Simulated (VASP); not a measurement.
Set up this calculation in VASP 6.6.1, as the native input.

```yaml
Task: relaxation of cell and atoms
Functional: PBE
Potentials_or_basis: VASP PAW PBE potentials, release 64 (Zn, O)
Cutoff: 600 eV
k_mesh: 14 × 14 × 14
Occupations: fermi-dirac, width 0.08 eV
Spin: no spin polarisation
Target_pressure: 0.0089 GPa
Dipole_correction: no
Further_INCAR_settings: ALGO = Normal; EDIFF = 1e-06; IBRION = 2; EDIFFG = -0.005; NSW = 60; ISIF = 3
```

The structure of ZnO (CsCl type) lies in POSCAR:

```
ZnO
1.0
    2.6882860177      0.0000000000      0.0000000000
    0.0000000000      2.6882860177      0.0000000000
    0.0000000000      0.0000000000      2.6882860177
Zn O
1 1
Direct
    0.0000000000      0.0000000000      0.0000000000
    0.5000000000      0.5000000000      0.5000000000
```

These files were run (other wordings do the same):

INCAR

```
PREC     = Accurate       # precision mode
ENCUT    = 600            # plane-wave cutoff, eV
EDIFF    = 1E-6           # SCF threshold, eV
ISMEAR   = -1             # smearing method
SIGMA    = 0.08           # smearing width, eV
LREAL    = F              # projectors in reciprocal space
LASPH    = T              # aspherical terms in the spheres
NELM     = 80             # most SCF steps
ALGO     = Normal         # electronic algorithm
ISIF     = 3              # what is computed and relaxed
LWAVE    = F              # write WAVECAR
LCHARG   = F              # write CHGCAR
GGA      = PE             # functional
IBRION   = 2              # ionic algorithm
NSW      = 60             # ionic steps
EDIFFG   = -0.005         # ionic threshold
PSTRESS  = 0.089
```

KPOINTS

```
Automatic mesh
0
Gamma
  14 14 14
```

Potentials or basis: VASP PAW PBE potentials, release 64 (Zn, O).

Command:

```console
$ cat potpaw_PBE.64/Zn/POTCAR potpaw_PBE.64/O/POTCAR > POTCAR
$ mpirun -np 1 vasp_std > vasp.out
```

Results of the run:

| Property | Result |
| --- | --- |
| Relaxed volume | 9.74 Å³/atom |
| Relaxed cell | a = 2.691 Å, b = 2.691 Å, c = 2.691 Å, α = 90.00°, β = 90.00°, γ = 90.00° |
| Space group after relaxing (to 0.1 Å) | Pm-3m (No. 221) |
| Energy change on relaxing (the run minimises the enthalpy) | -0.0 meV/atom |
| Ionic steps | 3 |
| Pressure after relaxing | -0.1 GPa |
| Band gap on the k mesh | zero (bands 9 and 10 overlap by 0.87 eV) |

Caveat: the cell is relaxed towards a set pressure, so the run minimises the enthalpy, not the energy.

Run time: 35 s on 1 thread of Intel(R) Xeon(R) Platinum 8488C (Sapphire Rapids), with other jobs on the host, peak memory 0.16 GiB.
